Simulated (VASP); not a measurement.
# TiSi16 (a cell with a defect) in VASP: a series of runs

TiSi16 (a cell with a defect) is run at these levels: LDA; tasks: single point.

All numbers are computed with VASP 6.6.1; they aren't measurements. Logs are shortened: lines on timing, memory, paths and dates and some standing lists are left out, and cuts for length are marked.

**1. The cell of the first run**

The cell holds a defect, 17 atoms: a = 7.679 Å, b = 7.679 Å, c = 7.679 Å, α = 60.00°, β = 60.00°, γ = 60.00°.

**2. Single point, LDA**

INCAR

```
PREC     = Accurate       # precision mode
ENCUT    = 520            # plane-wave cutoff, eV
EDIFF    = 1E-6           # SCF threshold, eV
ISMEAR   = -1             # smearing method
SIGMA    = 0.02           # smearing width, eV
LREAL    = Auto         
LASPH    = T              # aspherical terms in the spheres
NELM     = 60             # most SCF steps
ALGO     = Normal         # electronic algorithm
ISIF     = 2              # what is computed and relaxed
LWAVE    = F              # write WAVECAR
LCHARG   = T              # write CHGCAR
GGA      = CA             # functional
LELF     = T              # ELF
LVHAR    = T            
NBANDS   = 52             # bands
```

KPOINTS

```
regular mesh
0
Gamma
  2 2 2
```

POSCAR

```
TiSi16
1.0
    0.0000000000      5.4300000000      5.4300000000
    5.4300000000      0.0000000000      5.4300000000
    5.4300000000      5.4300000000      0.0000000000
Si Ti
16 1
Direct
   -0.0015014733     -0.0008103131     -0.0250504604
    0.1233356354      0.1240306630      0.1004039595
   -0.0140500921     -0.0134044199      0.4733351750
    0.1058567219      0.1064998158      0.6083926335
    0.0228582873      0.4962339779     -0.0074719153
    0.1591011050      0.6053408840      0.1205460405
    0.0125658379      0.4687396869      0.5156895948
    0.1360500000      0.6158905157      0.6182407919
    0.4955422652      0.0235382136     -0.0075137201
    0.6046707182      0.1597436464      0.1205130755
    0.4681026703      0.0131739411      0.5156623389
    0.6152370166      0.1366874770      0.6182044199
    0.5159550645      0.5165845304      0.0454955801
    0.6542737569      0.6549684162      0.1446549724
    0.5091009208      0.5097307551      0.5235871087
    0.6162928177      0.6168699816      0.6825055249
    0.7863082873      0.7869408840      0.3079416206
```

Potentials or basis: VASP PAW LDA potentials, release 64 (Si, Ti_sv).

Command:

```console
> cat potpaw_LDA.64/Si/POTCAR potpaw_LDA.64/Ti_sv/POTCAR > POTCAR
> mpirun -np 1 vasp_std > vasp.out
```

OUTCAR:

```text
PREC = Accurate
   ENCUT = 520
   EDIFF = 1E-6
   ISMEAR = -1
   LREAL = Auto
   LASPH = T
   NELM = 60
   ISIF = 2
   GGA = CA

 ion  position               nearest neighbor table
   1  0.998  0.999  0.975-   4 2.31   2 2.35  17 2.48  10 2.49   6 2.49
   2  0.123  0.124  0.100-   3 2.34   9 2.35   5 2.35   1 2.35
   3  0.986  0.987  0.473-   2 2.34   8 2.35  12 2.35   4 2.35
   4  0.106  0.106  0.608-  11 2.30   7 2.30   1 2.31   3 2.35
   5  0.023  0.496  0.993-   6 2.34   2 2.35   8 2.35  14 2.35
   6  0.159  0.605  0.121-  13 2.29   5 2.34  17 2.47   7 2.48   1 2.49
   7  0.013  0.469  0.516-   4 2.30   8 2.35   6 2.48  17 2.48  16 2.51
   8  0.136  0.616  0.618-   3 2.35   7 2.35   5 2.35  15 2.36
   9  0.496  0.024  0.992-  10 2.34   2 2.35  12 2.35  14 2.35
  10  0.605  0.160  0.121-  13 2.29   9 2.34  17 2.47  11 2.48   1 2.49
  11  0.468  0.013  0.516-   4 2.30  12 2.35  10 2.48  17 2.48  16 2.51
  12  0.615  0.137  0.618-   3 2.35  11 2.35   9 2.35  15 2.36
  13  0.516  0.517  0.045-   6 2.29  10 2.29  16 2.29  14 2.36
  14  0.654  0.655  0.145-   9 2.35   5 2.35  13 2.36  15 2.39  17 2.68
  15  0.509  0.510  0.524-  16 2.35   8 2.36  12 2.36  14 2.39
  16  0.616  0.617  0.683-  13 2.29  15 2.35  17 2.42   7 2.51  11 2.51
  17  0.786  0.787  0.308-  16 2.42   6 2.47  10 2.47  11 2.48   7 2.48   1 2.48  14 2.68

  LATTYP: Found a face centered cubic cell.
 ALAT       =    10.8600000000

  Lattice vectors:

 A1 = (   0.0000000000,   5.4300000000,   5.4300000000)
 A2 = (   5.4300000000,   0.0000000000,   5.4300000000)
 A3 = (   5.4300000000,   5.4300000000,   0.0000000000)

Analysis of symmetry for initial positions (statically):
=====================================================================
 Subroutine PRICEL returns:
 Original cell was already a primitive cell.

 Routine SETGRP: Setting up the symmetry group for a
 face centered cubic supercell.

 Subroutine GETGRP returns: Found  1 space group operations
 (whereof  1 operations were pure point group operations)
 out of a pool of 48 trial point group operations.

The static configuration has the point symmetry C_1 .

Analysis of symmetry for dynamics (positions and initial velocities):
=====================================================================
 Subroutine PRICEL returns:
 Original cell was already a primitive cell.

 Routine SETGRP: Setting up the symmetry group for a
 face centered cubic supercell.

 Subroutine GETGRP returns: Found  1 space group operations
 (whereof  1 operations were pure point group operations)
 out of a pool of 48 trial point group operations.

The dynamic configuration has the point symmetry C_1 .

 Subroutine INISYM returns: Found  1 space group operations
 (whereof  1 operations are pure point group operations),
 and found     1 'primitive' translations

----------------------------------------------------------------------------------------

                                     Primitive cell

  volume of cell :     320.2060

  direct lattice vectors                    reciprocal lattice vectors
     0.000000000  5.430000000  5.430000000    -0.092081031  0.092081031  0.092081031
     5.430000000  0.000000000  5.430000000     0.092081031 -0.092081031  0.092081031
     5.430000000  5.430000000  0.000000000     0.092081031  0.092081031 -0.092081031

  length of vectors
     7.679179644  7.679179644  7.679179644     0.159489025  0.159489025  0.159489025

  position of ions in fractional coordinates (direct lattice)
     0.998498527  0.999189687  0.974949540
     0.123335635  0.124030663  0.100403959
     0.985949908  0.986595580  0.473335175
     0.105856722  0.106499816  0.608392634
     0.022858287  0.496233978  0.992528085
     0.159101105  0.605340884  0.120546041
[... 9 lines left out ...]
     0.616292818  0.616869982  0.682505525
     0.786308287  0.786940884  0.307941621

  ion indices of the primitive-cell ions
   primitive index   ion index
                 1           1
                 2           2
                 3           3
                 4           4
                 5           5
                 6           6
[... 9 lines left out ...]
                16          16
                17          17

----------------------------------------------------------------------------------------

 KPOINTS: regular mesh

Automatic generation of k-mesh.
 Grid dimensions read from file:
 generate k-points for:    2    2    2

 Generating k-lattice:

  Cartesian coordinates                     Fractional coordinates (reciprocal lattice)
    -0.046040516  0.046040516  0.046040516     0.500000000  0.000000000  0.000000000
     0.046040516 -0.046040516  0.046040516     0.000000000  0.500000000  0.000000000
     0.046040516  0.046040516 -0.046040516     0.000000000  0.000000000  0.500000000

  Length of vectors
     0.079744512  0.079744512  0.079744512

  Shift w.r.t. Gamma in fractional coordinates (k-lattice)
     0.000000000  0.000000000  0.000000000

 Subroutine IBZKPT returns following result:
 ===========================================

 Found      8 irreducible k-points:

 Following reciprocal coordinates:
            Coordinates               Weight
  0.000000  0.000000  0.000000      1.000000
  0.500000  0.000000  0.000000      1.000000
  0.000000  0.500000  0.000000      1.000000
  0.000000  0.000000  0.500000      1.000000
  0.500000  0.500000  0.500000      1.000000
  0.500000  0.500000  0.000000      1.000000
  0.000000  0.500000  0.500000      1.000000
  0.500000  0.000000  0.500000      1.000000
   k-points           NKPTS =      8   k-points in BZ     NKDIM =      8   number of bands    NBANDS=     52
   number of dos      NEDOS =    301   number of ions     NIONS =     17
   total plane-waves  NPLWV = 216000
   dimension x,y,z NGX =    60 NGY =   60 NGZ =   60
   dimension x,y,z NGXF=   120 NGYF=  120 NGZF=  120
   ions per type =              16   1
   NGX,Y,Z   is equivalent  to a cutoff of  12.99, 12.99, 12.99 a.u.
   NGXF,Y,Z  is equivalent  to a cutoff of  25.98, 25.98, 25.98 a.u.
 SYSTEM =  unknown system
   PREC   = accura    normal or accurate (medium, high low for compatibility)
   ISTART =      0    job   : 0-new  1-cont  2-samecut
   ICHARG =      2    charge: 1-file 2-atom 10-const
   ISPIN  =      1    spin polarized calculation?
   LNONCOLLINEAR =      F non collinear calculations
   LSORBIT =      F    spin-orbit coupling
   LASPH  =      T    aspherical Exc in radial PAW
   ENCUT  =  520.0 eV  38.22 Ry    6.18 a.u.  14.28 14.28 14.28*2*pi/ulx,y,z
   NELM   =     60;   NELMIN=  2; NELMDL= -5     # of ELM steps
   EDIFF  = 0.1E-05   stopping-criterion for ELM
   LREAL  =      T    real-space projection
   EDIFFG = 0.1E-04   stopping-criterion for IOM
   NSW    =      0    number of steps for IOM
   IBRION =     -1    ionic relax: 0-MD 1-quasi-New 2-CG
   NFREE  =      0    steps in history (QN), initial steepest desc. (CG)
   ISIF   =      2    stress and relaxation
   ISYM   =      2    0-nonsym 1-usesym 2-fastsym
   POTIM  = 0.5000    time-step for ionic-motion
   TEBEG  =    0.0;   TEEND  =   0.0 temperature during run
   PSTRESS=    0.0 pullay stress
   NELECT =      76.0000    total number of electrons
   NUPDOWN=      -1.0000    fix difference up-down
   EMIN   =  10.00;   EMAX   =-10.00  energy-range for DOS
   EFERMI =   0.00;   METHOD = LEGACY
   ISMEAR =    -1;   SIGMA  =   0.02  broadening in eV -4-tet -1-fermi 0-gaus
   EFERMI_NEDOS =   21; number of points for ismear=-14 and -15
   IALGO  =     38    algorithm
   IMIX   =      4    mixing-type and parameters
     AMIX     =   0.40;   BMIX     =  1.00
     AMIX_MAG =   1.60;   BMIX_MAG =  1.00
  volume/ion in A,a.u.               =      18.84       127.11
  Fermi-wavevector in a.u.,A,eV,Ry     =   1.013607  1.915439 13.978610  1.027399
  Thomas-Fermi vector in A             =   2.146786
   LORBIT       =      0    0 simple, 1 ext, 2 COOP (PROOUT), +10 PAW based schemes
   GGA     = CA    functional components
   LHFCALC =     F    Hartree Fock is set to
   AEXX    =    0.0000 exact exchange contribution
   IVDW    =     0    specifies the selected vdW correction
   LEPSILON=     F    determine dielectric tensor
   LRPA    =     F    only Hartree local field effects (RPA)
 non-spin polarized calculation
  energy-cutoff  :      520.00
  volume of cell :      320.21
 maximum number of plane-waves:      8646
 NGX is ok and might be reduce to    60
   NGX = 29   NGY = 29   NGZ = 29

 number of electron      76.0000001 magnetization

 Free energy of the ion-electron system (eV)
  ---------------------------------------------------
  ext. energy  EPLUGINS =         0.00000000
  ---------------------------------------------------
  free energy    TOTEN  =      -100.65172092 eV

  energy without entropy =     -100.64367053  energy(sigma->0) =     -100.64769572

 E-fermi :   6.7930     XC(G=0):  -9.9466

 val. band max:        6.7924487505   @ k =   0.0000   0.5000   0.0000
 cond. band min:       6.8961426977   @ k =   0.5000   0.0000   0.5000
 fundamental gap:      0.1036939472
 Fermi energy:         6.7930197274

 k-point     1 :       0.0000    0.0000    0.0000
  band No.  band energies     occupation
      1     -49.3818      2.00000
      2     -26.2342      2.00000
      3     -26.0768      2.00000
      4     -26.0713      2.00000
      5      -5.7029      2.00000
      6      -3.4666      2.00000
[... 42 lines left out ...]
     49       8.1262      0.00000
     50       8.7447      0.00000

 k-point     2 :       0.5000    0.0000    0.0000
  band No.  band energies     occupation
      1     -49.3818      2.00000
      2     -26.2342      2.00000
      3     -26.0768      2.00000
      4     -26.0713      2.00000
      5      -4.9323      2.00000
      6      -4.8404      2.00000
[... 310 lines left out ...]
 k-point     8 :       0.5000    0.0000    0.5000
  band No.  band energies     occupation
      1     -49.3818      2.00000
      2     -26.2342      2.00000
      3     -26.0768      2.00000
      4     -26.0713      2.00000
      5      -4.6265      2.00000
      6      -4.5956      2.00000
[... 42 lines left out ...]
     49       9.7250      0.00000
     50      10.3249      0.00000
 [bands above 50 left out]

------------------------ aborting loop because EDIFF is reached ----------------------------------------

  FORCE on cell =-STRESS in cart. coord.  units (eV):
  Direction    XX          YY          ZZ          XY          YZ          ZX
  --------------------------------------------------------------------------------------
  -------------------------------------------------------------------------------------
  Total        0.9467237      0.9521776      0.4928003     -2.0949067     -1.9069856     -1.9117203
  in kB        4.7370103      4.7642998      2.4657672    -10.4820395     -9.5417603     -9.5654508
  external PRESSURE =       3.9890258 kB  Pullay stress =       0.0000000 kB

 VOLUME and BASIS-vectors are now :
 -----------------------------------------------------------------------------
  energy-cutoff  :      520.00
  volume of cell :      320.21
      direct lattice vectors                 reciprocal lattice vectors
     0.000000000  5.430000000  5.430000000    -0.092081031  0.092081031  0.092081031
     5.430000000  0.000000000  5.430000000     0.092081031 -0.092081031  0.092081031
     5.430000000  5.430000000  0.000000000     0.092081031  0.092081031 -0.092081031

 POSITION                                       TOTAL-FORCE (eV/Angst)
 -----------------------------------------------------------------------------------
     10.71958     10.71582     10.84745         0.145568      0.145170      0.110765
      1.21868      1.21491      1.34320         0.135405      0.134649      0.046645
      7.92742      7.92392     10.71092         0.102958      0.102341      0.084051
      3.88187      3.87837      1.15310         0.115540      0.114710      0.118553
      8.08398      5.51355      2.81867         0.051619      0.036851      0.028618
      3.94157      1.51848      4.15092         0.064771      0.030871      0.060646
[... 9 lines left out ...]
      7.05561      7.05248      6.69607         0.011160      0.010619      0.053195
      5.94521      5.94178      8.54274        -0.877375     -0.875219     -0.883206
 -----------------------------------------------------------------------------------
    total drift:                               -0.003496      0.001031     -0.013366

  FREE ENERGIE OF THE ION-ELECTRON SYSTEM (eV)
  ---------------------------------------------------
  free  energy   TOTEN  =      -100.6517209219 eV

  energy  without entropy=     -100.6436705261  energy(sigma->0) =     -100.64769572
```

Run time: 6.7 min. Hardware: 1 thread of Intel Xeon Platinum 8259CL at 2.50GHz (Skylake/Cascade Lake), shared host; peak memory 0.39 GiB.

Results:

| Quantity | Value |
| --- | --- |
| Free energy | -100.6517 eV |
| Pressure | 0.4 GPa |
| Largest force | 1.522 eV/Å |
| Band gap on the k mesh | zero (band 38 reaches 6.98 eV, above the bottom of band 39 at 6.53 eV) |

Forces on the atoms (eV/Å):
```
Si   0.146  0.145  0.111
Si   0.135  0.135  0.047
Si   0.103  0.102  0.084
Si   0.116  0.115  0.119
Si   0.052  0.037  0.029
Si   0.065  0.031  0.061
Si   0.115  0.040  0.103
Si   0.115  0.027  0.084
Si   0.036  0.052  0.029
Si   0.031  0.065  0.061
Si   0.041  0.115  0.103
Si   0.028  0.116  0.083
Si  -0.059 -0.058 -0.015
Si  -0.070 -0.070 -0.071
Si   0.013  0.014  0.004
Si   0.011  0.011  0.053
Ti  -0.877 -0.875 -0.883
```

Caveat: the k points lie up to 0.50 Å⁻¹ apart.

**3. Single point, LDA**

INCAR

```
SYSTEM = TiSi16
PREC = Accurate ; ENCUT = 520
EDIFF = 1E-7 ; ISMEAR = -1
SIGMA = 0.02 ; LREAL = Auto
LASPH = .True. ; NELM = 60
ALGO = Normal ; ISIF = 2
LWAVE = .False. ; LCHARG = .False.
NBANDS = 52
```

KPOINTS

```
regular mesh
0
Gamma
  2 2 2
  0 0 0
```

POSCAR

```
TiSi16
1.0
    0.0000000000      5.4300000000      5.4300000000
    5.4300000000      0.0000000000      5.4300000000
    5.4300000000      5.4300000000      0.0000000000
Si Ti
16 1
Direct
   -0.0138280847     -0.0138279006      0.0533420810
    0.1244314917      0.1244283610      0.1495784530
   -0.0008338858     -0.0009758748      0.5244987109
    0.1052737569      0.1052231123      0.6786376611
    0.0239758748      0.4966401473     -0.0133644567
    0.1357369245      0.6152722836      0.1304350829
    0.0113270718      0.4677248619      0.5036141805
    0.1592411602      0.6055245856      0.6131973297
    0.4966696133      0.0236878453     -0.0129688766
    0.6152305709      0.1356049724      0.1307333333
    0.4678369245      0.0110262431      0.5039400552
    0.6056381215      0.1588550645      0.6136187845
    0.5090121547      0.5088443831     -0.0405532228
    0.6549874770      0.6547942910      0.0465209945
    0.5164611418      0.5159596685      0.4218817680
    0.6153041436      0.6150337937      0.5865999079
    0.7855193370      0.7852160221      0.6210355433
```

Potentials or basis: VASP PAW LDA potentials, release 64 (Si, Ti_sv).

Command:

```console
> cat potpaw_LDA.64/Si/POTCAR potpaw_LDA.64/Ti_sv/POTCAR > POTCAR
> mpirun -np 1 vasp_std > vasp.out
```

Run time: 5.7 min. Hardware: 1 thread of Intel Xeon Platinum 8259CL at 2.50GHz (Skylake/Cascade Lake), shared host; peak memory 0.38 GiB.

The run converged. Its results:

- Free energy: -100.6813 eV
- Pressure: 0.4 GPa
- Largest force: 1.521 eV/Å
- Band gap on the k mesh: zero (band 38 reaches 6.98 eV, above the bottom of band 39 at 6.52 eV)

Forces in eV/Å, atoms in the order of the input:
```
Si  -0.106 -0.106  0.086
Si  -0.133 -0.132  0.040
Si  -0.135 -0.135  0.105
Si  -0.114 -0.114  0.124
Si  -0.035 -0.051  0.023
Si  -0.028 -0.121  0.085
Si  -0.044 -0.114  0.114
Si  -0.033 -0.060  0.059
Si  -0.051 -0.036  0.023
Si  -0.122 -0.028  0.085
Si  -0.114 -0.043  0.114
Si  -0.060 -0.033  0.060
Si  -0.018 -0.018  0.003
Si   0.069  0.068 -0.086
Si   0.062  0.060 -0.019
Si  -0.017 -0.016  0.061
Ti   0.879  0.878 -0.876
```

Stress tensor (GPa, compression positive):
```
 0.47 -1.05  0.90
-1.05  0.47  0.89
 0.90  0.89  0.23
```

Levels at points of the mesh, in eV from the Fermi level:
```
           k point  band 35  band 36  band 37  band 38  band 39  band 40  band 41  band 42
(0.00, 0.00, 0.00)    -1.16    -0.78    -0.54    -0.29    -0.27    -0.12    -0.11     0.22
(0.50, 0.00, 0.00)    -1.29    -1.17    -0.53     0.00     0.22     0.54     0.65     0.75
(0.00, 0.50, 0.00)    -1.29    -1.17    -0.53     0.00     0.22     0.54     0.65     0.75
(0.00, 0.00, 0.50)    -1.28    -1.26    -0.34    -0.29    -0.23     0.49     0.61     0.87
(0.50, 0.50, 0.50)    -1.43    -1.25    -0.49    -0.06     0.23     0.54     0.64     0.67
(0.50, 0.50, 0.00)    -1.70    -1.66    -0.15     0.18     0.25     0.32     0.88     0.92
(0.00, 0.50, 0.50)    -1.71    -1.69    -0.23     0.09     0.24     0.45     0.87     0.95
(0.50, 0.00, 0.50)    -1.71    -1.69    -0.23     0.09     0.24     0.45     0.87     0.95
```

Caveat: the k points lie up to 0.50 Å⁻¹ apart.
